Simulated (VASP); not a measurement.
# ZrGaH4 (P4/mmm) in VASP: notebook, part 2 of 2

VASP 6.6.1.

## Step 4: Single point, PBE

This run uses another cell than the first one, of 8.85 Å³/atom, 0.970 times its volume.

File INCAR:

```
PREC = Accurate
ENCUT = 520
EDIFF = 1E-6
ISMEAR = 0
SIGMA = 0.1
LREAL = False
LASPH = True
NELM = 100
ALGO = Normal
ISIF = 2
LWAVE = False
LCHARG = False
GGA = PE
NBANDS = 24
```

File KPOINTS:

```
regular mesh
0
Gamma
  10 10 10
```

File POSCAR:

```
ZrGaH4
1.0
    3.5553326753      0.0000000000      0.0000000000
    0.0000000000      3.5553326753      0.0000000000
    0.0000000000      0.0000000000      4.2002897084
Zr Ga H
1 1 4
Direct
    0.5000000000      0.5000000000      0.5000000000
    0.0000000000      0.0000000000      0.0000000000
    0.5000000000      0.0000000000      0.2518793344
    0.0000000000      0.5000000000      0.7481206656
    0.5000000000      0.0000000000      0.7481206656
    0.0000000000      0.5000000000      0.2518793344
```

Potentials or basis: VASP PAW PBE potentials, release 64 (Zr_sv, Ga_d, H).

The run is started by

```console
$ cat potpaw_PBE.64/Zr_sv/POTCAR potpaw_PBE.64/Ga_d/POTCAR potpaw_PBE.64/H/POTCAR > POTCAR
$ mpirun -np 1 vasp_std > vasp.out
```

OUTCAR:

```text
PREC = Accurate
   ENCUT = 520
   EDIFF = 1E-6
   ISMEAR = 0
   LREAL = False
   LASPH = True
   NELM = 100
   ISIF = 2
   GGA = PE

 ion  position               nearest neighbor table
   1  0.500  0.500  0.500-   3 2.06   4 2.06   5 2.06   6 2.06   3 2.06   5 2.06   4 2.06   6 2.06
                             2 3.28   2 3.28   2 3.28   2 3.28   2 3.28   2 3.28   2 3.28   2 3.28
   2  0.000  0.000  0.000-   1 3.28   1 3.28   1 3.28   1 3.28   1 3.28   1 3.28   1 3.28   1 3.28

   3  0.500  0.000  0.252-   1 2.06   1 2.06
   4  0.000  0.500  0.748-   1 2.06   1 2.06
   5  0.500  0.000  0.748-   1 2.06   1 2.06
   6  0.000  0.500  0.252-   1 2.06   1 2.06

  LATTYP: Found a simple tetragonal cell.
 ALAT       =     3.5553326753
 C/A-ratio  =     1.1814055370

  Lattice vectors:

 A1 = (   3.5553326753,   0.0000000000,   0.0000000000)
 A2 = (   0.0000000000,   3.5553326753,   0.0000000000)
 A3 = (   0.0000000000,   0.0000000000,   4.2002897084)

Analysis of symmetry for initial positions (statically):
=====================================================================
 Subroutine PRICEL returns:
 Original cell was already a primitive cell.

 Routine SETGRP: Setting up the symmetry group for a
 simple tetragonal supercell.

 Subroutine GETGRP returns: Found 16 space group operations
 (whereof 16 operations were pure point group operations)
 out of a pool of 16 trial point group operations.

The static configuration has the point symmetry D_4h.

Analysis of symmetry for dynamics (positions and initial velocities):
=====================================================================
 Subroutine PRICEL returns:
 Original cell was already a primitive cell.

 Routine SETGRP: Setting up the symmetry group for a
 simple tetragonal supercell.

 Subroutine GETGRP returns: Found 16 space group operations
 (whereof 16 operations were pure point group operations)
[... 131 lines left out ...]
  volume/ion in A,a.u.               =       8.85        59.72
  Fermi-wavevector in a.u.,A,eV,Ry     =   1.338220  2.528870 24.365767  1.790833
  Thomas-Fermi vector in A             =   2.466708
   LORBIT       =      0    0 simple, 1 ext, 2 COOP (PROOUT), +10 PAW based schemes
   GGA     = PE    functional components
   LHFCALC =     F    Hartree Fock is set to
   AEXX    =    0.0000 exact exchange contribution
   IVDW    =     0    specifies the selected vdW correction
   LEPSILON=     F    determine dielectric tensor
   LRPA    =     F    only Hartree local field effects (RPA)
 non-spin polarized calculation
 Gauss-broadening in eV      SIGMA  =   0.10
  energy-cutoff  :      520.00
  volume of cell :       53.09
 maximum number of plane-waves:      1448
 NGX is ok and might be reduce to    28
   NGX = 13   NGY = 13   NGZ = 15

 number of electron      29.0000005 magnetization

 Free energy of the ion-electron system (eV)
  ---------------------------------------------------
  ext. energy  EPLUGINS =         0.00000000
  ---------------------------------------------------
  free energy    TOTEN  =       -24.83868233 eV

  energy without entropy =      -24.83469755  energy(sigma->0) =      -24.83668994

 E-fermi :   6.7865     XC(G=0): -10.9777

 val. band max:        6.7693709803   @ k =   0.2000   0.0000   0.5000
 cond. band min:       6.7960228019   @ k =   0.5000   0.0000   0.0000
 fundamental gap:      0.0266518216
 Fermi energy:         6.7865481691

 k-point     1 :       0.0000    0.0000    0.0000
  band No.  band energies     occupation
      1     -42.6416      2.00000
      2     -20.6916      2.00000
      3     -20.6154      2.00000
      4     -20.6154      2.00000
      5      -8.5719      2.00000
      6      -8.4453      2.00000
[... 637 lines left out ...]
     23      15.2896      0.00000
     24      17.4727      0.00000

 [... further k-points ...]

------------------------ aborting loop because EDIFF is reached ----------------------------------------

  FORCE on cell =-STRESS in cart. coord.  units (eV):
  Direction    XX          YY          ZZ          XY          YZ          ZX
  --------------------------------------------------------------------------------------
  -------------------------------------------------------------------------------------
  Total       -0.0152365     -0.0152365     -0.0131178      0.0000000      0.0000000      0.0000000
  in kB       -0.4597853     -0.4597853     -0.3958501      0.0000000      0.0000000      0.0000000
  external PRESSURE =      -0.4384735 kB  Pullay stress =       0.0000000 kB

 VOLUME and BASIS-vectors are now :
 -----------------------------------------------------------------------------
  energy-cutoff  :      520.00
  volume of cell :       53.09
      direct lattice vectors                 reciprocal lattice vectors
     3.555332675  0.000000000  0.000000000     0.281267631  0.000000000  0.000000000
     0.000000000  3.555332675  0.000000000     0.000000000  0.281267631  0.000000000
     0.000000000  0.000000000  4.200289708     0.000000000  0.000000000  0.238078816

 POSITION                                       TOTAL-FORCE (eV/Angst)
 -----------------------------------------------------------------------------------
      1.77767      1.77767      2.10014        -0.000000     -0.000000      0.000000
      0.00000      0.00000      0.00000        -0.000000     -0.000000      0.000000
      1.77767      0.00000      1.05797        -0.000000      0.000000      0.000017
      0.00000      1.77767      3.14232        -0.000000     -0.000000     -0.000017
      1.77767      0.00000      3.14232        -0.000000      0.000000     -0.000017
      0.00000      1.77767      1.05797         0.000000     -0.000000      0.000017
 -----------------------------------------------------------------------------------
    total drift:                               -0.000000      0.000000      0.000000

  FREE ENERGIE OF THE ION-ELECTRON SYSTEM (eV)
  ---------------------------------------------------
  free  energy   TOTEN  =       -24.8386823274 eV

  energy  without entropy=      -24.8346975502  energy(sigma->0) =      -24.83668994
```

OSZICAR:

```text
N       E                     dE             d eps       ncg     rms          rms(c)
DAV:   1     0.217112174912E+03    0.21711E+03   -0.14127E+04  6672   0.165E+03
DAV:   2    -0.473419248103E+01   -0.22185E+03   -0.21037E+03  6528   0.422E+02
DAV:   3    -0.256379253880E+02   -0.20904E+02   -0.20533E+02  9456   0.985E+01
DAV:   4    -0.268883374900E+02   -0.12504E+01   -0.12415E+01  8304   0.177E+01
DAV:   5    -0.269127753296E+02   -0.24438E-01   -0.24436E-01  8240   0.231E+00    0.163E+01
DAV:   6    -0.250949286859E+02    0.18178E+01   -0.19261E+00  6704   0.111E+01    0.593E+00
DAV:   7    -0.248464855512E+02    0.24844E+00   -0.73175E-01  9368   0.584E+00    0.146E+00
DAV:   8    -0.248379063565E+02    0.85792E-02   -0.58043E-02  6936   0.173E+00    0.568E-01
DAV:   9    -0.248387324837E+02   -0.82613E-03   -0.49061E-03  9080   0.595E-01    0.150E-01
DAV:  10    -0.248386854953E+02    0.46988E-04   -0.74584E-04  6968   0.192E-01    0.433E-02
DAV:  11    -0.248386837998E+02    0.16955E-05   -0.10908E-04  8480   0.894E-02    0.125E-02
DAV:  12    -0.248386818260E+02    0.19737E-05   -0.11070E-05  7104   0.230E-02    0.964E-03
DAV:  13    -0.248386823274E+02   -0.50138E-06   -0.26233E-06  6880   0.145E-02
   1 F= -.24838682E+02 E0= -.24836690E+02  d E =-.398478E-02
```

stdout:

```text
POSCAR found type information on POSCAR ZrGaH
 POSCAR found :  3 types and       6 ions
 scaLAPACK will be used
 LDA part: xc-table for (Slater+PW92), standard interpolation
 POSCAR, INCAR and KPOINTS ok, starting setup
 FFT: planning ... GRIDC
 FFT: planning ... GRID_SOFT
 FFT: planning ... GRID
 WAVECAR not read
 entering main loop
```

It took 88 s on 1 thread of Intel Xeon Platinum 8488C (Sapphire Rapids), shared host; peak memory 0.28 GiB.

What came out:

| Item | Value |
| --- | --- |
| Free energy | -24.8387 eV |
| Pressure | 0.0 GPa |

## Step 5: Relaxation of cell and atoms, PBE

This run uses another cell than the first one, of 8.84 Å³/atom, 0.970 times its volume.

File INCAR:

```
PREC = Accurate
ENCUT = 600
EDIFF = 1E-7
ISMEAR = 0
SIGMA = 0.1
LREAL = F
LASPH = T
NELM = 100
ALGO = Normal
ISIF = 3
LWAVE = F
LCHARG = F
GGA = PE
IBRION = 2
NSW = 100
EDIFFG = -0.01
```

KPOINTS is that of step 4.

File POSCAR:

```
ZrGaH4
1.0
    3.5476107800      0.0000000000      0.0000000000
    0.0000000000      3.5476107800      0.0000000000
    0.0000000000      0.0000000000      4.2155599829
Zr Ga H
1 1 4
Direct
    0.5000000000      0.5000000000      0.5000000000
    0.0000000000      0.0000000000      0.0000000000
    0.5000000000      0.0000000000      0.2507709295
    0.0000000000      0.5000000000      0.7492290705
    0.5000000000      0.0000000000      0.7492290705
    0.0000000000      0.5000000000      0.2507709295
```

The run is started by

```console
$ cat potpaw_PBE.64/Zr_sv/POTCAR potpaw_PBE.64/Ga_d/POTCAR potpaw_PBE.64/H/POTCAR > POTCAR
$ mpirun -np 1 vasp_std > vasp.out
```

Run time: 4.3 min. Hardware: 1 thread of Intel Xeon Platinum 8488C (Sapphire Rapids), shared host; peak memory 0.31 GiB.

Results (log left out):

```yaml
Free_energy: -24.8402 eV
Relaxed_volume: 8.86 Å³/atom
Relaxed_cell: a = 3.557 Å, b = 3.557 Å, c = 4.204 Å, α = 90.00°, β = 90.00°, γ = 90.00°
Space_group_after_relaxing_to_0.05_Å: P4/mmm (No. 123)
Energy_gained_by_relaxing: 0.1 meV/atom
Ionic_steps: 4
Pressure_after_relaxing: -0.1 GPa
Largest_force_after_relaxing: 0.004 eV/Å
```

Forces in eV/Å, atoms in the order of the input:
```
Zr   0.000  0.000  0.000
Ga   0.000  0.000  0.000
H    0.000  0.000  0.004
H    0.000  0.000 -0.004
H    0.000  0.000 -0.004
H    0.000  0.000  0.004
```

The path:
| step | energy change (eV) | largest force (eV/Å) | pressure (GPa) | volume (Å³) |
| --- | --- | --- | --- | --- |
| 1 | 0.0000 | 0.0200 | 0.16 | 53.06 |
| 2 | -0.0002 | 0.0181 | 0.03 | 53.12 |
| 3 | -0.0004 | 0.0140 | -0.21 | 53.25 |
| 4 | -0.0005 | 0.0038 | -0.09 | 53.19 |

Final structure:
```
Zr Ga H
1.0
     3.55671    0.00000    0.00000
     0.00000    3.55671    0.00000
     0.00000    0.00000    4.20446
Zr Ga H
1 1 4
Direct
  0.50000 0.50000 0.50000
  0.00000 0.00000 0.00000
  0.50000 0.00000 0.25189
  0.00000 0.50000 0.74811
  0.50000 0.00000 0.74811
  0.00000 0.50000 0.25189
```

Levels at points of the mesh, in eV from the Fermi level:
```
           k point  band 11  band 12  band 13  band 14  band 15  band 16  band 17  band 18
(0.00, 0.00, 0.00)    -6.01    -4.59    -2.15    -0.14     1.23     1.23     2.11     2.11
(0.50, 0.00, 0.00)    -8.44    -5.17    -1.76    -1.53     0.01     0.89     1.51     3.18
(0.50, 0.50, 0.00)    -6.64    -6.05    -4.09    -4.09    -1.09     1.40     2.17     2.98
(0.00, 0.00, 0.50)    -8.42    -5.39    -2.31    -0.34    -0.34     1.08     2.41     5.11
(0.50, 0.00, 0.50)    -6.32    -6.16    -5.36     0.78     0.82     0.90     1.67     3.56
(0.50, 0.50, 0.50)    -7.08    -4.61    -3.67    -3.67    -3.33     2.18     2.24     3.01
```

## Step 6: Single point, PBE

This run uses another cell than the first one, of 8.84 Å³/atom, 0.970 times its volume.

File INCAR:

```
ALGO = Normal
EDIFF = 1E-6
ENCUT = 520
GGA = PE
ISIF = 2
ISMEAR = 0
LASPH = T
LCHARG = T
LELF = T
LREAL = F
LVHAR = T
LWAVE = F
NBANDS = 24
NELM = 100
PREC = Accurate
SIGMA = 0.1
```

File KPOINTS:

```
k-points
0
Gamma
  10 10 8
```

POSCAR is that of step 5.

Potentials or basis: VASP PAW PBE potentials, release 64 (Zr_sv, Ga_d, H).

The run is started by

```console
$ cat potpaw_PBE.64/Zr_sv/POTCAR potpaw_PBE.64/Ga_d/POTCAR potpaw_PBE.64/H/POTCAR > POTCAR
$ mpirun -np 1 vasp_std > vasp.out
```

OUTCAR:

```text
EDIFF = 1E-6
   ENCUT = 520
   GGA = PE
   ISIF = 2
   ISMEAR = 0
   LASPH = T
   LREAL = F
   NELM = 100
   PREC = Accurate

 ion  position               nearest neighbor table
   1  0.500  0.500  0.500-   3 2.06   4 2.06   5 2.06   6 2.06   3 2.06   5 2.06   4 2.06   6 2.06
                             2 3.28   2 3.28   2 3.28   2 3.28   2 3.28   2 3.28   2 3.28   2 3.28
   2  0.000  0.000  0.000-   1 3.28   1 3.28   1 3.28   1 3.28   1 3.28   1 3.28   1 3.28   1 3.28

   3  0.500  0.000  0.251-   1 2.06   1 2.06
   4  0.000  0.500  0.749-   1 2.06   1 2.06
[... 858 lines left out ...]
  -------------------------------------------------------------------------------------
  Total        0.0031804      0.0031804     -0.0211957      0.0000000      0.0000000      0.0000000
  in kB        0.0960419      0.0960419     -0.6400750      0.0000000      0.0000000      0.0000000
  external PRESSURE =      -0.1493304 kB  Pullay stress =       0.0000000 kB

 VOLUME and BASIS-vectors are now :
 -----------------------------------------------------------------------------
  energy-cutoff  :      520.00
  volume of cell :       53.06
      direct lattice vectors                 reciprocal lattice vectors
     3.547610780  0.000000000  0.000000000     0.281879852  0.000000000  0.000000000
     0.000000000  3.547610780  0.000000000     0.000000000  0.281879852  0.000000000
     0.000000000  0.000000000  4.215559983     0.000000000  0.000000000  0.237216409

 POSITION                                       TOTAL-FORCE (eV/Angst)
 -----------------------------------------------------------------------------------
      1.77381      1.77381      2.10778         0.000000     -0.000000      0.000000
      0.00000      0.00000      0.00000         0.000000     -0.000000      0.000000
      1.77381      0.00000      1.05714         0.000000     -0.000000     -0.000998
      0.00000      1.77381      3.15842        -0.000000      0.000000      0.000998
      1.77381      0.00000      3.15842         0.000000      0.000000      0.000998
      0.00000      1.77381      1.05714         0.000000      0.000000     -0.000998
 -----------------------------------------------------------------------------------
    total drift:                               -0.000000      0.000000      0.000000

  FREE ENERGIE OF THE ION-ELECTRON SYSTEM (eV)
  ---------------------------------------------------
  free  energy   TOTEN  =       -24.8282224528 eV

  energy  without entropy=      -24.8198253219  energy(sigma->0) =      -24.82402389
```

OSZICAR:

```text
N       E                     dE             d eps       ncg     rms          rms(c)
DAV:   1     0.221526490929E+03    0.22153E+03   -0.14035E+04  5592   0.163E+03
DAV:   2    -0.421551638997E+01   -0.22574E+03   -0.21363E+03  5520   0.433E+02
DAV:   3    -0.256515124560E+02   -0.21436E+02   -0.21053E+02  7872   0.996E+01
DAV:   4    -0.268722628807E+02   -0.12208E+01   -0.12117E+01  6800   0.178E+01
DAV:   5    -0.268945776629E+02   -0.22315E-01   -0.22312E-01  6984   0.228E+00    0.162E+01
DAV:   6    -0.250806624782E+02    0.18139E+01   -0.19628E+00  5592   0.110E+01    0.589E+00
DAV:   7    -0.248371194151E+02    0.24354E+00   -0.70439E-01  7792   0.598E+00    0.162E+00
DAV:   8    -0.248273225257E+02    0.97969E-02   -0.55331E-02  5840   0.166E+00    0.549E-01
DAV:   9    -0.248281609202E+02   -0.83839E-03   -0.42157E-03  7584   0.613E-01    0.139E-01
DAV:  10    -0.248282387569E+02   -0.77837E-04   -0.42066E-04  6016   0.164E-01    0.301E-02
DAV:  11    -0.248282232007E+02    0.15556E-04   -0.65863E-05  6320   0.743E-02    0.730E-03
DAV:  12    -0.248282224528E+02    0.74784E-06   -0.62661E-06  6176   0.174E-02
   1 F= -.24828222E+02 E0= -.24824024E+02  d E =-.839713E-02
```

Wall time 73 s (1 thread of Intel Xeon Platinum 8488C (Sapphire Rapids), shared host); peak memory 0.26 GiB.

Results:

| Quantity | Value |
| --- | --- |
| Free energy | -24.8282 eV |
| Pressure | 0.0 GPa |

Levels at points of the mesh, in eV from the Fermi level:
```tsv
k point	band 12	band 13	band 14	band 15	band 16	band 17	band 18	band 19
(0.00, 0.00, 0.00)	-4.63	-2.12	-0.14	1.27	1.27	2.16	2.16	2.42
(0.50, 0.00, 0.00)	-5.19	-1.77	-1.49	0.07	0.97	1.55	3.26	4.05
(0.50, 0.50, 0.00)	-6.02	-4.10	-4.10	-1.05	1.41	2.17	3.06	4.76
(0.00, 0.00, 0.50)	-5.34	-2.29	-0.30	-0.30	1.07	2.47	5.18	6.05
(0.50, 0.00, 0.50)	-6.12	-5.33	0.82	0.86	0.95	1.67	3.64	3.89
(0.50, 0.50, 0.50)	-4.58	-3.63	-3.63	-3.31	2.22	2.26	3.09	4.47
```

## Step 7: Summary

```tsv
task	cell	k mesh	cutoff (eV)	gap on the mesh (eV)	pressure (GPa)	relaxed volume (Å³/atom)
relaxation of cell and atoms	relaxed from a = 3.470, b = 3.470, c = 4.545 Å, 6 atoms	6 × 6 × 4	600	none	-0.1	9.15
single point	a = 3.555, b = 3.555, c = 4.200 Å, 6 atoms	10 × 10 × 10	520	none	0.0	-
relaxation of cell and atoms	relaxed from a = 3.548, b = 3.548, c = 4.216 Å, 6 atoms	10 × 10 × 10	600	none	-0.1	8.86
single point	a = 3.548, b = 3.548, c = 4.216 Å, 6 atoms	10 × 10 × 8	520	none	0.0	-
```

Alike in all rows: level PBE; potentials or basis VASP PAW PBE potentials, release 64 (Zr_sv, Ga_d, H); no spin polarisation; smearing gaussian 0.1 eV.

Absolute energies hang on the potentials; compare differences alone.
